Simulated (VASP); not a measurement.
Set up this calculation in VASP 6.6.1, as the native input.

* Task: single point
* Functional: PBE
* Potentials or basis: VASP PAW PBE potentials, release 64 (H)
* Cutoff: 520 eV
* k mesh: 7 × 7 × 7
* Occupations: fermi-dirac, width 0.05 eV
* Spin: no spin polarisation
* Dipole correction: no
* Further INCAR settings: ALGO = Normal; EDIFF = 1e-06; NBANDS = 10

The structure of H lies in POSCAR:

```
H
1.0
    2.6234813799     -2.5669048168      0.0000000000
    2.6234813799      2.5669048168      0.0000000000
    0.0000000000      0.0000000000      4.1418180000
H
4
Direct
    0.0342600000      0.9554870000      0.9334030000
    0.5466210000      0.4493160000      0.5615830000
    0.4483580000      0.5367250000      0.4389070000
    0.9595920000      0.0642330000      0.0668170000
```

This cell differs from its parent crystal: atoms moved at random.

The input as run:

INCAR

```
PREC     = Accurate       # precision mode
ENCUT    = 520            # plane-wave cutoff, eV
EDIFF    = 1E-6           # SCF threshold, eV
ISMEAR   = -1             # smearing method
SIGMA    = 0.05           # smearing width, eV
LREAL    = False          # projectors in reciprocal space
LASPH    = True           # aspherical terms in the spheres
NELM     = 60             # most SCF steps
ALGO     = Normal         # electronic algorithm
ISIF     = 2              # what is computed and relaxed
LWAVE    = False          # write WAVECAR
LCHARG   = False          # write CHGCAR
GGA      = PE             # functional
NBANDS   = 10             # bands
```

KPOINTS

```
regular mesh
0
Gamma
  7 7 7
```

Potentials or basis: VASP PAW PBE potentials, release 64 (H).

Command:

```bash
$ cat potpaw_PBE.64/H/POTCAR > POTCAR
$ mpirun -np 1 vasp_std > vasp.out
```

Results of the run:

```yaml
Pressure: 1.9 GPa
Largest_force: 2.182 eV/Å
Band_gap_on_the_k_mesh: 9.52 eV, indirect (least direct gap 10.01 eV)
```

Caveat: the cell differs from its parent crystal (atoms moved at random); forces of over 1 eV/Å act on the atoms, so gaps and moduli don't describe the material at rest.

Run time: 44 s on 1 thread of Intel(R) Xeon(R) Platinum 8375C CPU @ 2.90GHz (Ice Lake), on a shared host, peak memory 0.2 GiB.
